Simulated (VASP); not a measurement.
# Ca (Pm-3m) in VASP: single point with PBE

Aim: the single point of Ca with PBE.

Everything below comes from runs of VASP 6.6.1. Logs are shortened: lines on timing, memory, paths and dates and some standing lists are left out, and cuts for length are marked.

### Step 1. The cell of the first run

The structure is cubic, space group Pm-3m (No. 221). Conventional cell: a = 3.489 Å, b = 3.489 Å, c = 3.489 Å, α = 90.00°, β = 90.00°, γ = 90.00°. Within 4.6 Å of Ca (site symmetry m-3m) lie 6 Ca at 3.49 Å.

This isn't the form of Ca at room conditions, which is fcc.

### Step 2. Single point, PBE

Input file INCAR:

```
SYSTEM = Ca
  ALGO = Normal
  EDIFF = 1E-6
  ENCUT = 500
  GGA = PE
  GGA_COMPAT = .FALSE.
  ISIF = 2
  ISMEAR = 0
  LASPH = .TRUE.
  LCHARG = .FALSE.
  LREAL = .FALSE.
  LWAVE = .FALSE.
  NBANDS = 11
  NELM = 120
  PREC = Accurate
  SIGMA = 0.1
```

Input file KPOINTS:

```
k-points
0
G
  6 6 6
  0 0 0
```

Input file POSCAR:

```
Ca
1.0
    3.4886563400      0.0000000000      0.0000000000
    0.0000000000      3.4886563400      0.0000000000
    0.0000000000      0.0000000000      3.4886563400
Ca
1
Direct
    0.0000000000      0.0000000000      0.0000000000
```

Potentials or basis: VASP PAW PBE potentials, release 64 (Ca_sv).

Command:

```
$ cat potpaw_PBE.64/Ca_sv/POTCAR > POTCAR
$ mpirun -np 1 vasp_std > vasp.out
```

OUTCAR:

```text
SYSTEM = Ca
   EDIFF = 1E-6
   ENCUT = 500
   GGA = PE
   ISIF = 2
   ISMEAR = 0
   LASPH = .TRUE.
   LREAL = .FALSE.
   NELM = 120
   PREC = Accurate

 ion  position               nearest neighbor table
   1  0.000  0.000  0.000-

  LATTYP: Found a simple cubic cell.
 ALAT       =     3.4886563400

  Lattice vectors:

 A1 = (   3.4886563400,   0.0000000000,   0.0000000000)
 A2 = (   0.0000000000,   3.4886563400,   0.0000000000)
 A3 = (   0.0000000000,   0.0000000000,   3.4886563400)

Analysis of symmetry for initial positions (statically):
=====================================================================
 Subroutine PRICEL returns:
 Original cell was already a primitive cell.

 Routine SETGRP: Setting up the symmetry group for a
 simple cubic supercell.

 Subroutine GETGRP returns: Found 48 space group operations
 (whereof 48 operations were pure point group operations)
 out of a pool of 48 trial point group operations.

The static configuration has the point symmetry O_h .

Analysis of symmetry for dynamics (positions and initial velocities):
=====================================================================
 Subroutine PRICEL returns:
 Original cell was already a primitive cell.

 Routine SETGRP: Setting up the symmetry group for a
 simple cubic supercell.

 Subroutine GETGRP returns: Found 48 space group operations
 (whereof 48 operations were pure point group operations)
 out of a pool of 48 trial point group operations.

The dynamic configuration has the point symmetry O_h .

 Subroutine INISYM returns: Found 48 space group operations
 (whereof 48 operations are pure point group operations),
 and found     1 'primitive' translations

----------------------------------------------------------------------------------------

                                     Primitive cell

  volume of cell :      42.4595

  direct lattice vectors                    reciprocal lattice vectors
     3.488656340  0.000000000  0.000000000     0.286643310  0.000000000  0.000000000
     0.000000000  3.488656340  0.000000000     0.000000000  0.286643310  0.000000000
     0.000000000  0.000000000  3.488656340     0.000000000  0.000000000  0.286643310

  length of vectors
     3.488656340  3.488656340  3.488656340     0.286643310  0.286643310  0.286643310

  position of ions in fractional coordinates (direct lattice)
[... 76 lines left out ...]
   IBRION =     -1    ionic relax: 0-MD 1-quasi-New 2-CG
   NFREE  =      0    steps in history (QN), initial steepest desc. (CG)
   ISIF   =      2    stress and relaxation
   ISYM   =      2    0-nonsym 1-usesym 2-fastsym
   POTIM  = 0.5000    time-step for ionic-motion
   TEBEG  =    0.0;   TEEND  =   0.0 temperature during run
   PSTRESS=    0.0 pullay stress
   NELECT =      10.0000    total number of electrons
   NUPDOWN=      -1.0000    fix difference up-down
   EMIN   =  10.00;   EMAX   =-10.00  energy-range for DOS
   EFERMI =   0.00;   METHOD = LEGACY
   ISMEAR =     0;   SIGMA  =   0.10  broadening in eV -4-tet -1-fermi 0-gaus
   EFERMI_NEDOS =   21; number of points for ismear=-14 and -15
   IALGO  =     38    algorithm
   IMIX   =      4    mixing-type and parameters
     AMIX     =   0.40;   BMIX     =  1.00
     AMIX_MAG =   1.60;   BMIX_MAG =  1.00
  volume/ion in A,a.u.               =      42.46       286.53
  Fermi-wavevector in a.u.,A,eV,Ry     =   1.010997  1.910508 13.906725  1.022115
  Thomas-Fermi vector in A             =   2.144020
   LORBIT       =      0    0 simple, 1 ext, 2 COOP (PROOUT), +10 PAW based schemes
   GGA     = PE    functional components
   LHFCALC =     F    Hartree Fock is set to
   AEXX    =    0.0000 exact exchange contribution
   IVDW    =     0    specifies the selected vdW correction
   LEPSILON=     F    determine dielectric tensor
   LRPA    =     F    only Hartree local field effects (RPA)
 non-spin polarized calculation
 Gauss-broadening in eV      SIGMA  =   0.10
  energy-cutoff  :      500.00
  volume of cell :       42.46
 maximum number of plane-waves:      1108
 NGX is ok and might be reduce to    28
   NGX = 13   NGY = 13   NGZ = 13

 number of electron      10.0000000 magnetization

 number of electron       9.9999999 magnetization

 Free energy of the ion-electron system (eV)
  ---------------------------------------------------
  ext. energy  EPLUGINS =         0.00000000
  ---------------------------------------------------
  free energy    TOTEN  =        -1.54419415 eV

  energy without entropy =       -1.53742592  energy(sigma->0) =       -1.54081003

 E-fermi :   1.6695     XC(G=0):  -7.6970

 val. band max:        1.6578375355   @ k =   0.5000   0.5000   0.1667
 cond. band min:       1.9991432885   @ k =   0.5000   0.3333   0.3333
 fundamental gap:      0.3413057529
 Fermi energy:         1.6695339127

 k-point     1 :       0.0000    0.0000    0.0000
  band No.  band energies     occupation
      1     -40.3607      2.00000
      2     -21.2436      2.00000
      3     -21.2436      2.00000
      4     -21.2436      2.00000
      5      -2.0275      2.00000
      6       2.6582      0.00000
      7       2.6582      0.00000
      8       5.9674      0.00000
      9       5.9674      0.00000
     10       5.9674      0.00000
     11      10.5486      0.00000
[... 253 lines left out ...]
 k-point    20 :       0.5000    0.5000    0.5000
  band No.  band energies     occupation
      1     -40.3032      2.00000
      2     -21.4114      2.00000
      3     -21.4114      2.00000
      4     -21.4114      2.00000
      5       2.5132      0.00000
      6       2.5132      0.00000
      7       2.5132      0.00000
      8       6.7336      0.00000
      9       6.7336      0.00000
     10       7.4434      0.00000
     11       7.4434      0.00000

------------------------ aborting loop because EDIFF is reached ----------------------------------------

  FORCE on cell =-STRESS in cart. coord.  units (eV):
  Direction    XX          YY          ZZ          XY          YZ          ZX
  --------------------------------------------------------------------------------------
  -------------------------------------------------------------------------------------
  Total        0.1420797      0.1420797      0.1420797      0.0000000     -0.0000000      0.0000000
  in kB        5.3612754      5.3612754      5.3612754      0.0000000     -0.0000000      0.0000000
  external PRESSURE =       5.3612754 kB  Pullay stress =       0.0000000 kB

 VOLUME and BASIS-vectors are now :
 -----------------------------------------------------------------------------
  energy-cutoff  :      500.00
  volume of cell :       42.46
      direct lattice vectors                 reciprocal lattice vectors
     3.488656340  0.000000000  0.000000000     0.286643310  0.000000000  0.000000000
     0.000000000  3.488656340  0.000000000     0.000000000  0.286643310  0.000000000
     0.000000000  0.000000000  3.488656340     0.000000000  0.000000000  0.286643310

 POSITION                                       TOTAL-FORCE (eV/Angst)
 -----------------------------------------------------------------------------------
      0.00000      0.00000      0.00000         0.000000      0.000000      0.000000
 -----------------------------------------------------------------------------------
    total drift:                               -0.000000     -0.000000     -0.000000

  FREE ENERGIE OF THE ION-ELECTRON SYSTEM (eV)
  ---------------------------------------------------
  free  energy   TOTEN  =        -1.5441941458 eV

  energy  without entropy=       -1.5374259238  energy(sigma->0) =       -1.54081003
```

OSZICAR:

```text
N       E                     dE             d eps       ncg     rms          rms(c)
DAV:   1     0.633654858544E+02    0.63365E+02   -0.47877E+03   440   0.783E+02
DAV:   2     0.491409983241E-01   -0.63316E+02   -0.62715E+02   485   0.204E+02
DAV:   3    -0.150030585570E+01   -0.15494E+01   -0.15286E+01   633   0.305E+01
DAV:   4    -0.155501770202E+01   -0.54712E-01   -0.54680E-01   588   0.455E+00
DAV:   5    -0.155616969098E+01   -0.11520E-02   -0.11519E-02   582   0.543E-01    0.225E+00
DAV:   6    -0.154778942777E+01    0.83803E-02   -0.10018E-02   542   0.112E+00    0.137E+00
DAV:   7    -0.154450736863E+01    0.32821E-02   -0.15879E-02   463   0.149E+00    0.121E-01
DAV:   8    -0.154417057711E+01    0.33679E-03   -0.20426E-03   495   0.394E-01    0.347E-02
DAV:   9    -0.154419453707E+01   -0.23960E-04   -0.15860E-04   605   0.106E-01    0.723E-03
DAV:  10    -0.154419414575E+01    0.39132E-06   -0.43033E-06   541   0.141E-02
   1 F= -.15441941E+01 E0= -.15408100E+01  d E =-.676822E-02
```

stdout:

```text
POSCAR found type information on POSCAR Ca
 POSCAR found :  1 types and       1 ions
 scaLAPACK will be used
 LDA part: xc-table for (Slater+PW92), standard interpolation
 POSCAR, INCAR and KPOINTS ok, starting setup
 FFT: planning ... GRIDC
 FFT: planning ... GRID_SOFT
 FFT: planning ... GRID
 WAVECAR not read
 entering main loop
```

Wall time 8.2 s (1 thread of Intel Xeon Platinum 8259CL at 2.50GHz (Skylake/Cascade Lake), shared host); peak memory 0.15 GiB.

Results:

```
Free energy            : -1.5442 eV
Pressure               : 0.5 GPa
Band gap on the k mesh : zero (bands 5 and 6 overlap by 1.16 eV)
```

The gap in the log of VASP goes by the Fermi energy; the results here count the filled bands.